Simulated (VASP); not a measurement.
Wanted: the native input for a VASP 6.6.1 run.

```yaml
Task: single point
Functional: PBE
Potentials_or_basis: VASP PAW PBE potentials, release 64 (Ti_sv)
Cutoff: 520 eV
k_mesh: 20 × 20 × 20
Occupations: gaussian, width 0.15 eV
Spin: no spin polarisation
Dipole_correction: no
Further_INCAR_settings: ALGO = Fast; EDIFF = 1e-07; NBANDS = 12
```

The structure of Ti lies in POSCAR:

```
Ti
1.0
    0.0000000000      2.0807468287      2.2478307990
    2.0807468287      0.0000000000      2.2478307990
    2.0807468287      2.0807468287      0.0000000000
Ti
1
Direct
    0.0000000000      0.0000000000      0.0000000000
```

This cell differs from its parent crystal: volume 19.464 Å^3 an atom, c/a of the conventional cell 1.0803.

One way to write it, as run:

INCAR

```
SYSTEM = Ti
  ALGO = Fast
  EDIFF = 1E-7
  ENCUT = 520
  GGA = PE
  ISIF = 2
  ISMEAR = 0
  LASPH = .TRUE.
  LCHARG = .FALSE.
  LREAL = .FALSE.
  LWAVE = .FALSE.
  NBANDS = 12
  NELM = 80
  PREC = Accurate
  SIGMA = 0.15
```

KPOINTS

```
k-points
0
G
  20 20 20
  0 0 0
```

Potentials or basis: VASP PAW PBE potentials, release 64 (Ti_sv).

The run is started by

```bash
$ cat potpaw_PBE.64/Ti_sv/POTCAR > POTCAR
$ mpirun -np 1 vasp_std > vasp.out
```

Results of the run:

```json
{
 "Pressure": "-10.1 GPa",
 "Band gap on the k mesh": "zero (band 6 reaches 7.71 eV, above the bottom of band 7 at 6.55 eV)"
}
```

Run time: 3 min on 1 thread of AMD EPYC 9R45 96-Core Processor (Zen 5), with other jobs on the host, peak memory 0.23 GiB.
